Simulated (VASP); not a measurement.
# WSe2 (Pm) in VASP: a series of runs, part 2 of 2

VASP 6.6.1. Earlier steps stand in the parts before.

## (3) Single point, PBE+D3(BJ) (atom 1 (W) moved by -0.560 Å along [1 0 0] and -0.840 Å along [1 2 0])

File INCAR:

```
SYSTEM = WSe2
ALGO = Normal
EDIFF = 1E-6
ENCUT = 520
GGA = PE
ISIF = 2
ISMEAR = 0
IVDW = 12
LASPH = .TRUE.
LCHARG = .FALSE.
LREAL = .FALSE.
LWAVE = .FALSE.
NBANDS = 35
NELM = 100
PREC = Accurate
SIGMA = 0.05
```

File KPOINTS:

```
k-points
0
G
  9 9 2
  0 0 0
```

File POSCAR:

```
WSe2
1.0
    3.2790216039      0.0000000000      0.0000000000
   -1.6395108019      2.8397160085      0.0000000000
    0.0000000000      0.0000000000     12.7878979243
W Se
2 4
Direct
    0.0146485693      0.3708624392      0.2500000000
    0.6666666667      0.3333333333      0.7500000000
    0.3333333333      0.6666666667      0.6182859564
    0.6666666667      0.3333333333      0.1182859564
    0.3333333333      0.6666666667      0.8817140436
    0.6666666667      0.3333333333      0.3817140436
```

Potentials or basis: VASP PAW PBE potentials, release 64 (W_sv, Se).

On the command line:

```console
> cat potpaw_PBE.64/W_sv/POTCAR potpaw_PBE.64/Se/POTCAR > POTCAR
> mpirun -np 1 vasp_std > vasp.out
```

Wall time 2.5 min (1 thread of AMD EPYC 9R45 (Zen 5), shared host); peak memory 0.39 GiB.

Results (log left out):

| Item | Value |
| --- | --- |
| Free energy | -39.4170 eV |
| Pressure | 23.9 GPa |
| Largest force | 13.664 eV/Å |
| Band gap on the k mesh | zero (bands 26 and 27 overlap by 0.79 eV) |
| Dispersion energy per atom | -0.476 eV |

Forces on the atoms (eV/Å):
```
W    13.482   2.224   0.000
W    -0.029  -0.023   0.000
Se   -0.018  -0.010  -0.067
Se   -6.709  -1.090 -10.719
Se   -0.018  -0.010   0.067
Se   -6.709  -1.090  10.719
```

Stress tensor (GPa, compression positive):
```
21.13  2.71  0.00
 2.71  1.78  0.00
 0.00  0.00 48.69
```

Levels at points of the mesh, in eV from the Fermi level:
| k point | band 22 | band 23 | band 24 | band 25 | band 26 | band 27 | band 28 | band 29 | band 30 | band 31 |
| --- | --- | --- | --- | --- | --- | --- | --- | --- | --- | --- |
| (0.00, 0.00, 0.00) | -2.54 | -2.49 | -2.47 | -1.73 | -1.54 | 0.84 | 1.61 | 1.61 | 1.72 | 1.78 |
| (0.00, 0.00, 0.50) | -2.54 | -2.54 | -2.50 | -2.46 | -1.25 | 0.85 | 1.61 | 1.62 | 1.69 | 1.73 |

Caveat: the cell differs from its parent crystal (atom 1 (W) moved by -0.560 Å along [1 0 0] and -0.840 Å along [1 2 0]); the stress differs along the axes, from 2 to 49 GPa; spin-orbit coupling is left out, which moves the levels of the heavy elements; forces of over 1 eV/Å act on the atoms, so gaps and moduli don't describe the material at rest.

## (4) Single point, PBE+D3(BJ) (atom 1 (W) moved by -0.280 Å along [1 0 0] and +0.560 Å along [1 2 0])

File INCAR:

```
SYSTEM = WSe2
ALGO = Normal
EDIFF = 1E-6
ENCUT = 520
GGA = PE
ISIF = 2
ISMEAR = 0
IVDW = 12
LASPH = .True.
LCHARG = .True.
LELF = .True.
LREAL = .False.
LVHAR = .True.
LWAVE = .False.
NBANDS = 35
NELM = 100
PREC = Accurate
SIGMA = 0.05
```

File KPOINTS:

```
k-points
0
Gamma
  9 9 2
  0 0 0
```

Edit POSCAR of step 3 so:

```diff
@@ -8,3 +8,3 @@
 Direct
-    0.0146485693      0.3708624392      0.2500000000
+    0.3465434173      0.8638694849      0.2500000000
     0.6666666667      0.3333333333      0.7500000000
```

Potentials or basis: VASP PAW PBE potentials, release 64 (W_sv, Se).

On the command line:

```console
> cat potpaw_PBE.64/W_sv/POTCAR potpaw_PBE.64/Se/POTCAR > POTCAR
> mpirun -np 1 vasp_std > vasp.out
```

OUTCAR:

```text
SYSTEM = WSe2
   EDIFF = 1E-6
   ENCUT = 520
   GGA = PE
   ISIF = 2
   ISMEAR = 0
   IVDW = 12
   LASPH = .True.
   LREAL = .False.
   NELM = 100
   PREC = Accurate
 IVDW          = 12

 ion  position               nearest neighbor table
   1  0.347  0.864  0.250-   4 2.17   6 2.17   4 2.64   6 2.64   4 2.97   6 2.97
   2  0.667  0.333  0.750-   3 2.53   5 2.53   3 2.53   5 2.53   3 2.53   5 2.53
   3  0.333  0.667  0.618-   2 2.53   2 2.53   2 2.53
[... 1127 lines left out ...]
  --------------------------------------------------------------------------------------
  -------------------------------------------------------------------------------------
  Total       0.26706     9.10401    14.77383     1.91695     0.00000     0.00000
  in kB       3.59341   122.49685   198.78573    25.79306     0.00000     0.00000
  external pressure =      108.29 kB  Pullay stress =        0.00 kB

 VOLUME and BASIS-vectors are now :
 -----------------------------------------------------------------------------
  energy-cutoff  :      520.00
  volume of cell :      119.07
      direct lattice vectors                 reciprocal lattice vectors
     3.279021604  0.000000000  0.000000000     0.304969018  0.176073945  0.000000000
    -1.639510802  2.839716008  0.000000000     0.000000000  0.352147890  0.000000000
     0.000000000  0.000000000 12.787897924     0.000000000  0.000000000  0.078198935

 POSITION                                       TOTAL-FORCE (eV/Angst)
 -----------------------------------------------------------------------------------
     -0.28000      2.45314      3.19697         1.047819     -8.165134      0.000000
      1.63951      0.94657      9.59092        -0.021162      0.028656      0.000000
     -0.00000      1.89314      7.90658        -0.005350      0.028447     -0.055727
      1.63951      0.94657      1.51263        -0.507979      4.039792     -4.339524
     -0.00000      1.89314     11.27527        -0.005350      0.028447      0.055727
      1.63951      0.94657      4.88132        -0.507979      4.039792      4.339524
 -----------------------------------------------------------------------------------
    total drift:                               -0.000260      0.000169     -0.000000

  FREE ENERGIE OF THE ION-ELECTRON SYSTEM (eV)
  ---------------------------------------------------
  free  energy   TOTEN  =       -42.8068410439 eV

  energy  without entropy=      -42.8055276721  energy(sigma->0) =      -42.80618436
```

Run time: 2.5 min. Hardware: 1 thread of AMD EPYC 9R45 (Zen 5), shared host; peak memory 0.39 GiB.

Results:

- Free energy: -42.8068 eV
- Pressure: 10.8 GPa
- Largest force: 8.232 eV/Å
- Band gap on the k mesh: zero (bands 26 and 27 overlap by 0.18 eV)
- Dispersion energy per atom: -0.476 eV

Forces on the atoms (eV/Å):
```
W    1.048 -8.165  0.000
W   -0.021  0.029  0.000
Se  -0.005  0.028 -0.056
Se  -0.508  4.040 -4.340
Se  -0.005  0.028  0.056
Se  -0.508  4.040  4.340
```

Stress tensor (GPa, compression positive):
```
 0.36  2.58  0.00
 2.58 12.25  0.00
 0.00  0.00 19.88
```

Caveat: the cell differs from its parent crystal (atom 1 (W) moved by -0.280 Å along [1 0 0] and +0.560 Å along [1 2 0]); the stress differs along the axes, from 0 to 20 GPa; spin-orbit coupling is left out, which moves the levels of the heavy elements; forces of over 1 eV/Å act on the atoms, so gaps and moduli don't describe the material at rest.

## (5) Summary

```tsv
cell	gap on the mesh (eV)	pressure (GPa)	largest force (eV/Å)
as given, atomic positions A	none	9.6	7.35
as given, atomic positions B	none	23.9	13.66
as given, atomic positions C	none	10.8	8.23
```

Alike in all rows: task single point; level PBE+D3(BJ); potentials or basis VASP PAW PBE potentials, release 64 (W_sv, Se); no spin polarisation; k mesh 9 × 9 × 2; cutoff (eV) 520; smearing gaussian 0.05 eV.

Caveats: spin-orbit coupling is left out, which moves the levels of the heavy elements; forces of over 1 eV/Å act on the atoms, so gaps and moduli don't describe the material at rest; the stress differs along the axes, from 0 to 18 GPa (at least some runs); the stress differs along the axes, from 2 to 49 GPa (at least some runs); the stress differs along the axes, from 0 to 20 GPa (at least some runs).

Absolute energies hang on the potentials; compare differences alone.
